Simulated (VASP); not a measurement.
Input of a VASP 6.6.1 run:

INCAR

```
PREC     = Accurate       # precision mode
ENCUT    = 520            # plane-wave cutoff, eV
EDIFF    = 1E-7           # SCF threshold, eV
ISMEAR   = -1             # smearing method
SIGMA    = 0.02           # smearing width, eV
LREAL    = False          # projectors in reciprocal space
LASPH    = True           # aspherical terms in the spheres
NELM     = 100            # most SCF steps
ALGO     = Normal         # electronic algorithm
ISIF     = 2              # what is computed and relaxed
LWAVE    = False          # write WAVECAR
LCHARG   = False          # write CHGCAR
GGA      = PE             # functional
NBANDS   = 28             # bands
```

KPOINTS

```
Automatic mesh
0
Gamma
  6 6 6
```

File POSCAR:

```
SnO
1.0
    3.7925880617      0.0000000000      0.0000000000
    0.0000000000      3.7925880617      0.0000000000
    0.0000000000      0.0000000000      4.7583872278
Sn O
2 2
Direct
    0.0000000000      0.5000000000      0.2410331232
    0.5000000000      0.0000000000      0.7589668768
    0.5000000000      0.5000000000      0.0000000000
    0.0000000000      0.0000000000      0.0000000000
```

Potentials or basis: VASP PAW PBE potentials, release 64 (Sn_d, O).

The run is started by

```bash
$ cat potpaw_PBE.64/Sn_d/POTCAR potpaw_PBE.64/O/POTCAR > POTCAR
$ mpirun -np 1 vasp_std > vasp.out
```

(1) Estimate the band gap on the k mesh.

(2) Predict the largest force.

(3) Estimate the pressure.

## Answers

(1) zero (band 20 reaches 7.50 eV, above the bottom of band 21 at 7.44 eV).

(2) 0.583 eV/Å.

(3) 5.6 GPa.

Caveat: spin-orbit coupling is left out, which moves the levels of the heavy elements.
